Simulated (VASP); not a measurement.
Write the native input for VASP 6.6.1 that does the following.

```yaml
Task: single point
Functional: LDA
Potentials_or_basis: VASP PAW LDA potentials, release 64 (Ca_sv)
Cutoff: 520 eV
k_mesh: 14 × 14 × 14
Occupations: gaussian, width 0.15 eV
Spin: no spin polarisation
Dipole_correction: no
Further_INCAR_settings: ALGO = Normal; EDIFF = 1e-06; NBANDS = 11
```

The structure of Ca lies in POSCAR:

```
Ca
1.0
    0.0000000000      3.0177360000      3.0177360000
    3.0177360000      0.0000000000      3.0177360000
    3.0177360000      3.0177360000      0.0000000000
Ca
1
Direct
    0.0000000000      0.0000000000      0.0000000000
```

This cell differs from its parent crystal: strain +0.080 along x and y, +0.080 along z.

The input as run:

INCAR

```
  ALGO = Normal
  EDIFF = 1E-6
  ENCUT = 520
  ISIF = 2
  ISMEAR = 0
  LASPH = T
  LCHARG = T
  LELF = T
  LREAL = F
  LVHAR = T
  LWAVE = F
  NBANDS = 11
  NELM = 60
  PREC = Accurate
  SIGMA = 0.15
```

KPOINTS

```
k-points
0
Gamma
  14 14 14
```

Potentials or basis: VASP PAW LDA potentials, release 64 (Ca_sv).

Run with:

```console
$ cat potpaw_LDA.64/Ca_sv/POTCAR > POTCAR
$ mpirun -np 1 vasp_std > vasp.out
```

Results of the run:

| Property | Result |
| --- | --- |
| Pressure | -3.8 GPa |
| Band gap on the k mesh | zero (band 5 reaches 1.11 eV, above the bottom of band 6 at 0.65 eV) |

Caveat: the cell differs from its parent crystal (strain +0.080 along x and y, +0.080 along z).

Wall time 34 s on 1 thread of Intel Xeon 6975P-C (shared host), peak memory 0.19 GiB.
